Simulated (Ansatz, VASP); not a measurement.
One calculation of AlSi23HO48, two programs

```
Si O Al H
1.0
     9.83160    0.00000    0.00000
    -4.91580    8.51441    0.00000
     0.00000    0.00000   10.81820
Si O Al H
23 48 1 1
Direct
  0.27079 0.00015 0.16023
  0.00311 0.27388 0.33726
  0.22577 0.23272 0.00106
  0.26626 0.99635 0.66158
  0.99733 0.26954 0.83715
  0.23246 0.22407 0.49660
  0.26838 0.50202 0.16888
  0.00460 0.77041 0.33325
  0.23075 0.72808 0.99527
  0.99830 0.76606 0.83163
  0.23774 0.73554 0.49726
  0.76902 0.00998 0.16579
  0.49877 0.26303 0.32820
  0.72711 0.23496 0.99833
  0.76994 0.00285 0.66561
  0.48972 0.26907 0.82993
  0.73085 0.23360 0.50056
  0.76876 0.50191 0.16919
  0.50087 0.77287 0.33079
  0.74444 0.74466 0.00645
  0.75748 0.50063 0.66414
  0.50876 0.77017 0.84005
  0.73678 0.74008 0.49528
  0.06700 0.20146 0.44238
  0.29337 0.36357 0.11091
  0.14244 0.43808 0.28162
  0.20473 0.06878 0.05358
  0.35637 0.28341 0.38113
  0.43744 0.13642 0.21519
  0.05727 0.20094 0.95008
  0.30109 0.34612 0.60882
  0.13444 0.43353 0.78725
  0.20073 0.05380 0.54667
  0.35299 0.29618 0.88785
  0.42709 0.13776 0.72148
  0.07156 0.71361 0.44681
  0.30131 0.86718 0.09818
  0.14159 0.93030 0.27060
  0.20289 0.56748 0.05903
  0.36420 0.80360 0.38312
  0.43535 0.64070 0.22163
  0.06615 0.70237 0.94070
  0.30415 0.86412 0.61004
  0.13527 0.92727 0.77156
  0.21527 0.57371 0.54738
  0.35596 0.77876 0.88022
  0.45522 0.62068 0.73690
  0.56746 0.20103 0.43809
  0.79211 0.36397 0.10917
  0.63540 0.43190 0.27653
  0.69824 0.06889 0.05457
  0.86991 0.30558 0.39763
  0.93027 0.15143 0.22209
  0.56573 0.21551 0.93992
  0.77804 0.35689 0.61509
  0.61637 0.44059 0.76892
  0.70681 0.06948 0.55560
  0.85424 0.29268 0.88760
  0.93113 0.13755 0.72655
  0.57139 0.71435 0.44206
  0.80850 0.87856 0.11256
  0.63890 0.93752 0.27499
  0.71264 0.57825 0.06095
  0.86704 0.80139 0.38565
  0.93444 0.63426 0.22733
  0.57715 0.71789 0.95441
  0.79784 0.86549 0.60931
  0.63403 0.92975 0.77281
  0.70533 0.57295 0.55080
  0.86631 0.80038 0.89095
  0.92055 0.63170 0.72558
  0.26001 0.48562 0.66354
  0.51869 0.55486 0.75000
```

Alike in both runs: task single point; functional PBE; k mesh 1 × 1 × 1; occupations gaussian, width 0.02 eV; no spin polarisation.

|  | VASP | Ansatz |
| --- | --- | --- |
| version | VASP 6.6.1 | Ansatz 0.2.0 |
| potentials or method | VASP PAW PBE potentials, release 64 (Si, O, Al, H) | scalar-relativistic, plane waves, PAW |
| plane-wave cutoff (eV) | 520 | 420 |
| valence electrons in the cell | 384 | 384 |

|  | VASP | Ansatz | Ansatz less VASP |
| --- | --- | --- | --- |
| gap on the k mesh at the Fermi level (eV) | 5.32 | 5.33 | +0.004 |
| least direct gap on the mesh (eV) | 5.32 | 5.33 | +0.004 |

With one functional, cell and mesh, what is left measures potentials, basis and numerics.
